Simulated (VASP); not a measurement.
# Pt (Fmmm) in VASP: further runs

Pt is run at these levels: LDA; tasks: single point.

Program: VASP 6.6.1. These are calculated values, not measurements. Logs are shortened: lines on timing, memory, paths and dates and some standing lists are left out, and cuts for length are marked.

## 1. The cell of the first run

Symmetry: Fmmm, No. 69, orthorhombic system. The conventional cell has a = 3.826 Å, b = 3.894 Å, c = 4.215 Å, α = 90.00°, β = 90.00°, γ = 90.00°. Pt (site symmetry mmm) has 12 Pt at 2.73 to 2.87 Å within 3.6 Å.

## 2. Single point, LDA (normal strain along x +0.0825, normal strain along z -0.0175)

INCAR reads:

```
PREC = Accurate
ENCUT = 520
EDIFF = 1E-7
ISMEAR = 0
SIGMA = 0.15
LREAL = F
LASPH = T
NELM = 60
ALGO = Fast
ISIF = 2
LWAVE = F
LCHARG = F
GGA = CA
NBANDS = 11
```

KPOINTS reads:

```
Automatic mesh
0
Gamma
  20 20 20
```

POSCAR reads:

```
Pt
1.0
    0.0000000000      1.9468328700      1.9127632948
    2.1074465818      0.0000000000      1.9127632948
    2.1074465818      1.9468328700      0.0000000000
Pt
1
Direct
    0.0000000000      0.0000000000      0.0000000000
```

Potentials or basis: VASP PAW LDA potentials, release 64 (Pt).

Started as:

```
$ cat potpaw_LDA.64/Pt/POTCAR > POTCAR
$ mpirun -np 1 vasp_std > vasp.out
```

OUTCAR:

```text
PREC = Accurate
   ENCUT = 520
   EDIFF = 1E-7
   ISMEAR = 0
   LREAL = F
   LASPH = T
   NELM = 60
   ISIF = 2
   GGA = CA

 ion  position               nearest neighbor table
   1  0.000  0.000  0.000-

  LATTYP: Found a face centered orthorhombic cell.
 ALAT       =     3.8255265896
 B/A-ratio  =     1.0178117048
 C/A-ratio  =     1.1017811705

  Lattice vectors:

 A1 = (   2.1074465818,  -1.9468328700,   0.0000000000)
 A2 = (   2.1074465818,   0.0000000000,   1.9127632948)
 A3 = (   0.0000000000,  -1.9468328700,   1.9127632948)

Analysis of symmetry for initial positions (statically):
=====================================================================
 Subroutine PRICEL returns:
 Original cell was already a primitive cell.

 Routine SETGRP: Setting up the symmetry group for a
 face centered orthorhombic supercell.

 Subroutine GETGRP returns: Found  8 space group operations
 (whereof  8 operations were pure point group operations)
 out of a pool of  8 trial point group operations.

The static configuration has the point symmetry D_2h.

Analysis of symmetry for dynamics (positions and initial velocities):
=====================================================================
 Subroutine PRICEL returns:
 Original cell was already a primitive cell.

 Routine SETGRP: Setting up the symmetry group for a
 face centered orthorhombic supercell.

 Subroutine GETGRP returns: Found  8 space group operations
 (whereof  8 operations were pure point group operations)
 out of a pool of  8 trial point group operations.

The dynamic configuration has the point symmetry D_2h.

 Subroutine INISYM returns: Found  8 space group operations
 (whereof  8 operations are pure point group operations),
 and found     1 'primitive' translations

----------------------------------------------------------------------------------------

                                     Primitive cell

  volume of cell :      15.6955

  direct lattice vectors                    reciprocal lattice vectors
     0.000000000  1.946832870  1.912763295    -0.237253938  0.256827388  0.261401921
     2.107446582  0.000000000  1.912763295     0.237253938 -0.256827388  0.261401921
     2.107446582  1.946832870  0.000000000     0.237253938  0.256827388 -0.261401921

  length of vectors
     2.729252946  2.846048931  2.869057218     0.436555497  0.436555497  0.436555497

  position of ions in fractional coordinates (direct lattice)
     0.000000000  0.000000000  0.000000000

  ion indices of the primitive-cell ions
   primitive index   ion index
                 1           1

----------------------------------------------------------------------------------------

 KPOINTS: Automatic mesh

Automatic generation of k-mesh.
 Grid dimensions read from file:
 generate k-points for:   20   20   20

 Generating k-lattice:

  Cartesian coordinates                     Fractional coordinates (reciprocal lattice)
    -0.011862697  0.012841369  0.013070096     0.050000000 -0.000000000 -0.000000000
     0.011862697 -0.012841369  0.013070096     0.000000000  0.050000000  0.000000000
     0.011862697  0.012841369 -0.013070096     0.000000000  0.000000000  0.050000000

  Length of vectors
     0.021827775  0.021827775  0.021827775

  Shift w.r.t. Gamma in fractional coordinates (k-lattice)
     0.000000000  0.000000000  0.000000000

 Subroutine IBZKPT returns following result:
 ===========================================

 Found   1166 irreducible k-points:

 Following reciprocal coordinates:
            Coordinates               Weight
  0.000000  0.000000  0.000000      1.000000
  0.050000 -0.000000 -0.000000      8.000000
  0.100000 -0.000000 -0.000000      8.000000
  0.150000  0.000000  0.000000      8.000000
  0.200000 -0.000000 -0.000000      8.000000
  0.250000  0.000000 -0.000000      8.000000
[... 16 lines left out ...]
 -0.400000  0.050000  0.000000      8.000000
 -0.350000  0.050000  0.000000      8.000000
 [... further k-points ...]
   k-points           NKPTS =   1166   k-points in BZ     NKDIM =   1166   number of bands    NBANDS=     11
   number of dos      NEDOS =    301   number of ions     NIONS =      1
   total plane-waves  NPLWV =  11520
   dimension x,y,z NGX =    20 NGY =   24 NGZ =   24
   dimension x,y,z NGXF=    40 NGYF=   48 NGZF=   48
   ions per type =               1
   NGX,Y,Z   is equivalent  to a cutoff of  12.18, 14.02, 13.91 a.u.
   NGXF,Y,Z  is equivalent  to a cutoff of  24.37, 28.04, 27.81 a.u.
 SYSTEM =  unknown system
   PREC   = accura    normal or accurate (medium, high low for compatibility)
   ISTART =      0    job   : 0-new  1-cont  2-samecut
   ICHARG =      2    charge: 1-file 2-atom 10-const
   ISPIN  =      1    spin polarized calculation?
   LNONCOLLINEAR =      F non collinear calculations
   LSORBIT =      F    spin-orbit coupling
   LASPH  =      T    aspherical Exc in radial PAW
   ENCUT  =  520.0 eV  38.22 Ry    6.18 a.u.   5.07  5.29  5.33*2*pi/ulx,y,z
   NELM   =     60;   NELMIN=  2; NELMDL= -5     # of ELM steps
   EDIFF  = 0.1E-06   stopping-criterion for ELM
   LREAL  =      F    real-space projection
   EDIFFG = 0.1E-05   stopping-criterion for IOM
   NSW    =      0    number of steps for IOM
   IBRION =     -1    ionic relax: 0-MD 1-quasi-New 2-CG
   NFREE  =      0    steps in history (QN), initial steepest desc. (CG)
   ISIF   =      2    stress and relaxation
   ISYM   =      2    0-nonsym 1-usesym 2-fastsym
   POTIM  = 0.5000    time-step for ionic-motion
   TEBEG  =    0.0;   TEEND  =   0.0 temperature during run
   PSTRESS=    0.0 pullay stress
   NELECT =      10.0000    total number of electrons
   NUPDOWN=      -1.0000    fix difference up-down
   EMIN   =  10.00;   EMAX   =-10.00  energy-range for DOS
   EFERMI =   0.00;   METHOD = LEGACY
   ISMEAR =     0;   SIGMA  =   0.15  broadening in eV -4-tet -1-fermi 0-gaus
   EFERMI_NEDOS =   21; number of points for ismear=-14 and -15
   IALGO  =     68    algorithm
   IMIX   =      4    mixing-type and parameters
     AMIX     =   0.40;   BMIX     =  1.00
     AMIX_MAG =   1.60;   BMIX_MAG =  1.00
  volume/ion in A,a.u.               =      15.70       105.92
  Fermi-wavevector in a.u.,A,eV,Ry     =   1.408692  2.662042 26.999575  1.984413
  Thomas-Fermi vector in A             =   2.530824
   LORBIT       =      0    0 simple, 1 ext, 2 COOP (PROOUT), +10 PAW based schemes
   GGA     = CA    functional components
   LHFCALC =     F    Hartree Fock is set to
   AEXX    =    0.0000 exact exchange contribution
   IVDW    =     0    specifies the selected vdW correction
   LEPSILON=     F    determine dielectric tensor
   LRPA    =     F    only Hartree local field effects (RPA)
 non-spin polarized calculation
 RMM-DIIS sequential band-by-band and
 Gauss-broadening in eV      SIGMA  =   0.15
  energy-cutoff  :      520.00
  volume of cell :       15.70
 maximum number of plane-waves:       436
   NGX = 11   NGY = 11   NGZ = 11

 number of electron      10.0000001 magnetization

 Free energy of the ion-electron system (eV)
  ---------------------------------------------------
  ext. energy  EPLUGINS =         0.00000000
  ---------------------------------------------------
  free energy    TOTEN  =        -7.44601123 eV

  energy without entropy =       -7.42482283  energy(sigma->0) =       -7.43541703

 E-fermi :  10.3462     XC(G=0): -13.4542

 val. band max:       10.3458380966   @ k =   0.3000  -0.4000   0.1000
 cond. band min:      10.3484141823   @ k =  -0.4500  -0.0000   0.0500
 fundamental gap:      0.0025760857
 Fermi energy:        10.3461632124

 k-point     1 :       0.0000    0.0000    0.0000
  band No.  band energies     occupation
      1       0.5738      2.00000
      2       6.1392      2.00000
      3       7.1025      2.00000
      4       7.2780      2.00000
      5       8.2006      2.00000
      6       9.4216      2.00000
      7      25.2333      0.00000
      8      28.4920      0.00000
      9      30.2569      0.00000
     10      30.7276      0.00000
     11      35.2720      0.00000

 k-point     2 :       0.0500   -0.0000   -0.0000
  band No.  band energies     occupation
      1       0.6714      2.00000
      2       6.1629      2.00000
      3       7.1014      2.00000
      4       7.2861      2.00000
      5       8.1942      2.00000
      6       9.3874      2.00000
      7      25.3796      0.00000
      8      28.4712      0.00000
      9      30.0173      0.00000
     10      30.7081      0.00000
     11      35.8736      0.00000

 k-point     3 :       0.1000   -0.0000   -0.0000
  band No.  band energies     occupation
      1       0.9573      2.00000
      2       6.2178      2.00000
      3       7.0565      2.00000
      4       7.3556      2.00000
      5       8.1969      2.00000
      6       9.2975      2.00000
      7      25.7808      0.00000
      8      27.9413      0.00000
      9      29.7813      0.00000
     10      31.0907      0.00000
     11      36.2978      0.00000

 k-point     4 :       0.1500    0.0000    0.0000
  band No.  band energies     occupation
      1       1.4085      2.00000
      2       6.2679      2.00000
      3       6.9666      2.00000
      4       7.4859      2.00000
      5       8.2685      2.00000
      6       9.1902      2.00000
      7      26.2850      0.00000
      8      26.7202      0.00000
      9      30.2561      0.00000
     10      31.7534      0.00000
     11      34.7002      0.00000

 k-point     5 :       0.2000   -0.0000   -0.0000
  band No.  band energies     occupation
      1       1.9755      2.00000
      2       6.3131      2.00000
      3       6.8587      2.00000
      4       7.6080      2.00000
      5       8.4736      2.00000
      6       9.1324      2.00000
      7      25.1701      0.00000
      8      26.7183      0.00000
      9      31.0628      0.00000
     10      32.5404      0.00000
     11      33.3732      0.00000
[... 211 lines left out ...]
 k-point    21 :       0.5000    0.0500   -0.0000
  band No.  band energies     occupation
      1       3.5200      2.00000
      2       6.3397      2.00000
      3       7.1863      2.00000
      4       9.2443      2.00000
      5      10.5275      0.08736
      6      11.1263      0.00000
      7      16.0021      0.00000
      8      24.5638      0.00000
      9      28.2956      0.00000
     10      29.7317      0.00000
     11      36.7262      0.00000

 k-point    22 :      -0.4500    0.0500    0.0000
  band No.  band energies     occupation
      1       3.5189      2.00000
      2       6.3394      2.00000
      3       7.2007      2.00000
      4       9.2115      2.00000
      5      10.4226      0.47132
      6      10.9630      0.00000
      7      16.2906      0.00000
      8      24.6115      0.00000
      9      28.5124      0.00000
     10      29.6723      0.00000
     11      36.7061      0.00000

 k-point    23 :      -0.4000    0.0500    0.0000
  band No.  band energies     occupation
      1       3.5071      2.00000
      2       6.3851      2.00000
      3       7.2703      2.00000
      4       8.6170      2.00000
      5      10.1092      1.97454
      6      10.5327      0.07858
      7      17.5862      0.00000
      8      24.8799      0.00000
      9      29.0796      0.00000
     10      30.0717      0.00000
     11      36.1408      0.00000

 k-point    24 :      -0.3500    0.0500    0.0000
  band No.  band energies     occupation
      1       3.4379      2.00000
      2       6.4742      2.00000
      3       7.3809      2.00000
      4       7.7219      2.00000
      5       9.6778      2.00000
      6      10.1585      1.92313
      7      19.3255      0.00000
      8      25.3502      0.00000
      9      29.8039      0.00000
     10      30.9842      0.00000
     11      35.1337      0.00000

 [... further k-points ...]

------------------------ aborting loop because EDIFF is reached ----------------------------------------

  FORCE on cell =-STRESS in cart. coord.  units (eV):
  Direction    XX          YY          ZZ          XY          YZ          ZX
  --------------------------------------------------------------------------------------
  -------------------------------------------------------------------------------------
  Total       -1.9931209     -1.1368967     -1.0892217      0.0000000      0.0000000      0.0000000
  in kB     -203.4547180   -116.0526682   -111.1860787      0.0000000      0.0000000      0.0000000
  external PRESSURE =    -143.5644883 kB  Pullay stress =       0.0000000 kB

 VOLUME and BASIS-vectors are now :
 -----------------------------------------------------------------------------
  energy-cutoff  :      520.00
  volume of cell :       15.70
      direct lattice vectors                 reciprocal lattice vectors
     0.000000000  1.946832870  1.912763295    -0.237253938  0.256827388  0.261401921
     2.107446582  0.000000000  1.912763295     0.237253938 -0.256827388  0.261401921
     2.107446582  1.946832870  0.000000000     0.237253938  0.256827388 -0.261401921

 POSITION                                       TOTAL-FORCE (eV/Angst)
 -----------------------------------------------------------------------------------
      0.00000      0.00000      0.00000        -0.000000      0.000000      0.000000
 -----------------------------------------------------------------------------------
    total drift:                               -0.000000      0.000000      0.000000

  FREE ENERGIE OF THE ION-ELECTRON SYSTEM (eV)
  ---------------------------------------------------
  free  energy   TOTEN  =        -7.4460112274 eV

  energy  without entropy=       -7.4248228327  energy(sigma->0) =       -7.43541703
```

Wall time 3.1 min (1 thread of Intel Xeon Platinum 8488C (Sapphire Rapids), shared host); peak memory 0.3 GiB.

Results:

```
Free energy            : -7.4460 eV
Pressure               : -14.4 GPa
Band gap on the k mesh : zero (bands 5 and 6 overlap by 2.41 eV)
```

Stress tensor (GPa, compression positive):
```
-20.35   0.00   0.00
  0.00 -11.61   0.00
  0.00   0.00 -11.12
```

Levels at points of the mesh, in eV from the Fermi level:
```
           k point  band 3  band 4  band 5  band 6  band 7  band 8
(0.00, 0.00, 0.00)   -3.24   -3.07   -2.15   -0.92   14.89   18.15
(0.50, 0.00, 0.00)   -3.09   -0.27   -0.14    0.26    5.62   14.05
(0.50, 0.50, 0.00)   -0.05    0.07    0.90    2.62    9.48   10.43
(0.50, 0.00, 0.50)   -0.09    0.00    0.95    2.27    9.05   10.71
(0.00, 0.50, 0.50)    0.14    0.37    0.49    0.85    7.04   12.26
```

Caveat: the cell differs from its parent crystal (normal strain along x +0.0825, normal strain along z -0.0175); the cell stands under tension; spin-orbit coupling is left out, which moves the levels of the heavy elements.

## 3. Single point, LDA (normal strain along x +0.1100, normal strain along z -0.0350)

INCAR reads:

```
PREC = Accurate
ENCUT = 520
EDIFF = 1E-6
ISMEAR = 0
SIGMA = 0.15
LREAL = False
LASPH = True
NELM = 80
ALGO = Fast
ISIF = 2
LWAVE = False
LCHARG = False
GGA = CA
NBANDS = 11
```

KPOINTS is that of step 2.

POSCAR reads:

```
Pt
1.0
    0.0000000000      1.9468328700      1.8786937196
    2.1609844857      0.0000000000      1.8786937196
    2.1609844857      1.9468328700      0.0000000000
Pt
1
Direct
    0.0000000000      0.0000000000      0.0000000000
```

Potentials or basis: VASP PAW LDA potentials, release 64 (Pt).

Started as:

```
$ cat potpaw_LDA.64/Pt/POTCAR > POTCAR
$ mpirun -np 1 vasp_std > vasp.out
```

OUTCAR:

```text
PREC = Accurate
   ENCUT = 520
   EDIFF = 1E-6
   ISMEAR = 0
   LREAL = False
   LASPH = True
   NELM = 80
   ISIF = 2
   GGA = CA

 ion  position               nearest neighbor table
   1  0.000  0.000  0.000-

  LATTYP: Found a face centered orthorhombic cell.
 ALAT       =     3.7573874392
 B/A-ratio  =     1.0362694300
 C/A-ratio  =     1.1502590673

  Lattice vectors:

 A1 = (   2.1609844857,  -1.9468328700,   0.0000000000)
[... 516 lines left out ...]
     10      30.8631      0.00000
     11      34.5215      0.00000

 [... further k-points ...]

------------------------ aborting loop because EDIFF is reached ----------------------------------------

  FORCE on cell =-STRESS in cart. coord.  units (eV):
  Direction    XX          YY          ZZ          XY          YZ          ZX
  --------------------------------------------------------------------------------------
  -------------------------------------------------------------------------------------
  Total       -2.3157247     -1.0935079     -1.0377323      0.0000000      0.0000000      0.0000000
  in kB     -234.7097935   -110.8322685   -105.1791417      0.0000000      0.0000000      0.0000000
  external PRESSURE =    -150.2404012 kB  Pullay stress =       0.0000000 kB

 VOLUME and BASIS-vectors are now :
 -----------------------------------------------------------------------------
  energy-cutoff  :      520.00
  volume of cell :       15.81
      direct lattice vectors                 reciprocal lattice vectors
     0.000000000  1.946832870  1.878693720    -0.231376025  0.256827388  0.266142371
     2.160984486  0.000000000  1.878693720     0.231376025 -0.256827388  0.266142371
     2.160984486  1.946832870  0.000000000     0.231376025  0.256827388 -0.266142371

 POSITION                                       TOTAL-FORCE (eV/Angst)
 -----------------------------------------------------------------------------------
      0.00000      0.00000      0.00000         0.000000      0.000000      0.000000
 -----------------------------------------------------------------------------------
    total drift:                                0.000000      0.000000     -0.000000

  FREE ENERGIE OF THE ION-ELECTRON SYSTEM (eV)
  ---------------------------------------------------
  free  energy   TOTEN  =        -7.4112004862 eV

  energy  without entropy=       -7.3909098216  energy(sigma->0) =       -7.40105515
```

Wall time 2.7 min (1 thread of Intel Xeon Platinum 8488C (Sapphire Rapids), shared host); peak memory 0.3 GiB.

What came out:

```
Free energy            : -7.4112 eV
Pressure               : -15.0 GPa
Band gap on the k mesh : zero (bands 5 and 6 overlap by 2.67 eV)
```

Levels at points of the mesh, in eV from the Fermi level:
```tsv
k point	band 2	band 3	band 4	band 5	band 6	band 7	band 8	band 9
(0.00, 0.00, 0.00)	-4.37	-3.07	-2.75	-2.37	-0.68	15.06	17.70	19.92
(0.50, 0.00, 0.00)	-4.17	-2.83	-0.19	-0.19	0.35	5.67	13.83	18.02
(0.50, 0.50, 0.00)	-6.03	-0.07	-0.06	1.09	3.09	9.98	10.11	10.54
(0.50, 0.00, 0.50)	-5.95	-0.21	-0.18	1.17	2.37	9.13	10.67	11.35
(0.00, 0.50, 0.50)	-6.17	0.21	0.33	0.52	0.56	6.49	12.63	12.89
```

Caveat: the cell differs from its parent crystal (normal strain along x +0.1100, normal strain along z -0.0350); the cell stands under tension; spin-orbit coupling is left out, which moves the levels of the heavy elements.
